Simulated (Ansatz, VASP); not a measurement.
**Two plane-wave programs on Ru**

The input INCAR:

```
ALGO     = Normal         # electronic algorithm
EDIFF    = 1E-7           # SCF threshold, eV
EDIFFG   = -0.001         # ionic threshold
ENCUT    = 500            # plane-wave cutoff, eV
GGA      = PE             # functional
GGA_COMPAT= False        
IBRION   = 2              # ionic algorithm
ISIF     = 3              # what is computed and relaxed
ISMEAR   = -1             # smearing method
LASPH    = True           # aspherical terms in the spheres
LCHARG   = False          # write CHGCAR
LREAL    = False          # projectors in reciprocal space
LWAVE    = False          # write WAVECAR
NELM     = 120            # most SCF steps
NELMIN   = 4            
NSW      = 80             # ionic steps
PREC     = Accurate       # precision mode
SIGMA    = 0.15           # smearing width, eV
```

KPOINTS

```
k-points
0
Gamma
  18 18 10
```

Contents of POSCAR:

```
Ru
1.0
    2.7200250908      0.0000000000      0.0000000000
   -1.3600125454      2.3556108275      0.0000000000
    0.0000000000      0.0000000000      4.2967694966
Ru
2
Direct
    0.3333333333      0.6666666667      0.2500000000
    0.6666666667      0.3333333333      0.7500000000
```

Input for Ansatz:

```yaml
crystal:
  lattice:
    - [2.7200250908, 0.0, 0.0]
    - [-1.3600125454, 2.3556108275, 0.0]
    - [0.0, 0.0, 4.2967694966]
  atoms:
    - { symbol: Ru, position: [0.3333333333, 0.6666666667, 0.25] }
    - { symbol: Ru, position: [0.6666666667, 0.3333333333, 0.75] }
basis:
  ecutwfc: 420
kpoints:
  mp_grid: { grid: [18, 18, 10] }
hamiltonian:
  xc: pbe
scf:
  occupations: { method: fermi_dirac, width: 0.15 }
output:
  forces: true
  stress: true
  eigenvalues: true
relax:
  adjacent_minimum: "off"
  f_tol: 0.001
  max_steps: 60
  cell: { stress_tol: 0.01 }
```

Alike in both runs: task relaxation of cell and atoms; functional PBE; k mesh 18 × 18 × 10; occupations fermi-dirac, width 0.15 eV; no spin polarisation.

|  | VASP | Ansatz |
| --- | --- | --- |
| version | VASP 6.6.1 | Ansatz 0.2.0 |
| potentials or method | VASP PAW PBE potentials, release 64 (Ru_pv), cutoff 500 eV | scalar-relativistic, plane waves, PAW |
| valence electrons in the cell | 28 | 32 |

|  | VASP | Ansatz | Ansatz less VASP |
| --- | --- | --- | --- |
| gap on the k mesh at the Fermi level, each at its own relaxed structure (eV) | none | none | - |
| relaxed volume (Å³/atom) | 13.79 | 13.79 | +0.003 |
| relaxed cell length with the largest relative difference (Å) | 2.722 | 2.722 | +0.0002 |

A gap of «none» marks a metal or a gap that the smearing closes. VASP's potentials hold 28 valence electrons a cell and Ansatz's 32, so a difference there can come from the potentials and not from the codes.
